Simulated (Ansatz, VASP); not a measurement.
## One calculation of Si2W, two programs

```
Si W
1.0
    -1.62945    1.62945    3.99079
     1.62945   -1.62945    3.99079
     1.62945    1.62945   -3.99079
Si W
2 1
Cartesian
  0.0000 0.0000 2.6704
  0.0000 0.0000 5.3112
  0.0000 0.0000 0.0000
```

Alike in both runs: functional PBE; k mesh 16 × 16 × 16; occupations fermi-dirac, width 0.05 eV; no spin polarisation.

Ansatz relaxed the structure, and its values are those at the end. VASP's run is a single point on that final structure, the one shown.

```csv
,VASP,Ansatz
version,VASP 6.6.1,Ansatz 0.2.0
potentials or method,"VASP PAW PBE potentials, release 64 (Si, W_sv), cutoff 520 eV","all-electron LAPW, non-relativistic"
```

|  | VASP | Ansatz | Ansatz less VASP |
| --- | --- | --- | --- |
| pressure (GPa) | -6.8 | 0.0 | +6.80 |
| rms of the force components (eV/Å) | 0.037 | 0.002 | -0.0350 |

Ansatz ran all-electron here, and VASP with PAW potentials.

Spin-orbit coupling is off throughout.
